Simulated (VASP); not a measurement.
A run of VASP 6.6.1 is set up as follows.

File INCAR:

```
  ALGO = Normal
  EDIFF = 1E-7
  EDIFFG = -0.002
  ENCUT = 500
  GGA_COMPAT = False
  IBRION = 2
  ISIF = 3
  ISMEAR = -1
  LASPH = True
  LCHARG = False
  LREAL = False
  LWAVE = False
  NELM = 120
  NELMIN = 4
  NSW = 100
  PREC = Accurate
  SIGMA = 0.05
```

The input KPOINTS:

```
k-points
0
Gamma
  14 14 14
```

The input POSCAR:

```
AlP
1.0
    0.0000000000      2.7255000000      2.7255000000
    2.7255000000      0.0000000000      2.7255000000
    2.7255000000      2.7255000000      0.0000000000
Al P
1 1
Direct
    0.0000000000      0.0000000000      0.0000000000
    0.7500000000      0.7500000000      0.7500000000
```

Potentials or basis: VASP PAW LDA potentials, release 64 (Al, P).

Launch:

```sh
$ cat potpaw_LDA.64/Al/POTCAR potpaw_LDA.64/P/POTCAR > POTCAR
$ mpirun -np 1 vasp_std > vasp.out
```

Task: Predict the band gap on the k mesh.

Result: 1.42 eV, indirect (least direct gap 3.24 eV).

Task: What does it give for the relaxed cell?

Result: a = 3.843 Å, b = 3.843 Å, c = 3.843 Å, α = 60.00°, β = 60.00°, γ = 60.00°.

Task: Estimate the relaxed volume.

Result: 20.07 Å³/atom.

Final structure:
```cif
data_structure
_symmetry_space_group_name_H-M 'P 1'
_symmetry_Int_Tables_number 1
_cell_length_a 3.8430
_cell_length_b 3.8430
_cell_length_c 3.8430
_cell_angle_alpha 60.000
_cell_angle_beta 60.000
_cell_angle_gamma 60.000
_cell_volume 40.13
loop_
_atom_site_label
_atom_site_type_symbol
_atom_site_fract_x
_atom_site_fract_y
_atom_site_fract_z
_atom_site_occupancy
Al1 Al 0.00000 0.00000 0.00000 1
P1 P 0.75000 0.75000 0.75000 1
```

A k mesh can miss the band edges. LDA usually gives volumes a few per cent too small.
